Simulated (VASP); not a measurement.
Set up this calculation in VASP 6.6.1, as the native input.

```yaml
Task: single point
Functional: PBEsol
Potentials_or_basis: VASP PAW PBE potentials, release 64 (K_sv, Br)
Cutoff: 520 eV
k_mesh: 3 × 5 × 5
Occupations: fermi-dirac, width 0.08 eV
Spin: no spin polarisation
Dipole_correction: no
Further_INCAR_settings: ALGO = Normal; EDIFF = 1e-07; NBANDS = 24
```

The structure of KBr lies in POSCAR:

```
KBr
1.0
    0.0000000000      6.6000000000      6.6000000000
    3.3000000000      0.0000000000      3.3000000000
    3.3000000000      3.3000000000      0.0000000000
K Br
2 2
Direct
    0.0058518939     -0.0135719697      0.0086189394
    0.4935962879     -0.0033643939     -0.0068871212
    0.2415445455      0.5249900000      0.4988430303
    0.7587253788      0.4832971212      0.5003098485
```

One way to write it, as run:

INCAR

```
SYSTEM = KBr
  PREC = Accurate
  ENCUT = 520
  EDIFF = 1E-7
  ISMEAR = -1
  SIGMA = 0.08
  LREAL = .False.
  LASPH = .True.
  NELM = 100
  ALGO = Normal
  ISIF = 2
  LWAVE = .False.
  LCHARG = .False.
  GGA = PS
  NBANDS = 24
```

KPOINTS

```
Automatic mesh
0
Gamma
  3 5 5
  0 0 0
```

Potentials or basis: VASP PAW PBE potentials, release 64 (K_sv, Br).

The run is started by

```console
$ cat potpaw_PBE.64/K_sv/POTCAR potpaw_PBE.64/Br/POTCAR > POTCAR
$ mpirun -np 1 vasp_std > vasp.out
```

Results of the run:

| Property | Result |
| --- | --- |
| Pressure | -0.2 GPa |
| Largest force | 0.213 eV/Å |
| Band gap on the k mesh | 4.23 eV |

Caveat: the PAW data sets were made with another functional, which shifts forces and pressure a little.

It took 85 s on 1 thread of Intel(R) Xeon(R) 6975P-C (Granite Rapids) (shared host), peak memory 0.34 GiB.
